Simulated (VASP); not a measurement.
A run of VASP 6.6.1 is set up as follows.

File POSCAR:

```
Pd
1.0
    2.8542391785      0.0000000000      0.0000000000
   -1.4271195893      2.4718436371      0.0000000000
    0.0000000000      0.0000000000      4.7755461589
Pd
2
Direct
    0.3333333333      0.6666666667      0.2500000000
    0.6666666667      0.3333333333      0.7500000000
```

The input INCAR.step1:

```
PREC = Accurate
ENCUT = 520
ISMEAR = -1
SIGMA = 0.05
LREAL = False
LASPH = True
NELM = 150
ISPIN = 2
MAGMOM = 0.44 0.44
LMAXMIX = 4
NBANDS = 21
GGA = PE
ALGO = Normal
EDIFF = 1E-4
LWAVE = True
LCHARG = False
```

INCAR.step2

```
PREC = Accurate
ENCUT = 520
EDIFF = 1E-6
ISMEAR = -1
SIGMA = 0.05
LREAL = False
LASPH = True
NELM = 150
ALGO = Normal
ISIF = 2
LWAVE = False
LCHARG = False
ISPIN = 2
MAGMOM = 0.44 0.44
LORBIT = 11
LMAXMIX = 4
METAGGA = R2SCAN
LMIXTAU = True
NBANDS = 21
ISTART = 1
```

The input KPOINTS:

```
regular mesh
0
Gamma
  15 15 8
```

Potentials or basis: VASP PAW PBE potentials, release 64 (Pd).

Command:

```bash
$ cat potpaw_PBE.64/Pd/POTCAR > POTCAR
$ cp INCAR.step1 INCAR
$ mpirun -np 1 vasp_std > vasp.out
$ cp INCAR.step2 INCAR
$ mpirun -np 1 vasp_std > vasp.out
```

Task: Predict the site moments.

Result: Pd +0.43 μB.

Task: Estimate the pressure.

Result: -14.7 GPa.

Task: Predict the net moment.

Result: 0.83 μB per cell.

Stress tensor (GPa, compression positive):
```
-14.88   0.00   0.00
  0.00 -14.88   0.00
  0.00   0.00 -14.41
```

Caveat: the PAW data sets were made with another functional, which shifts forces and pressure a little.
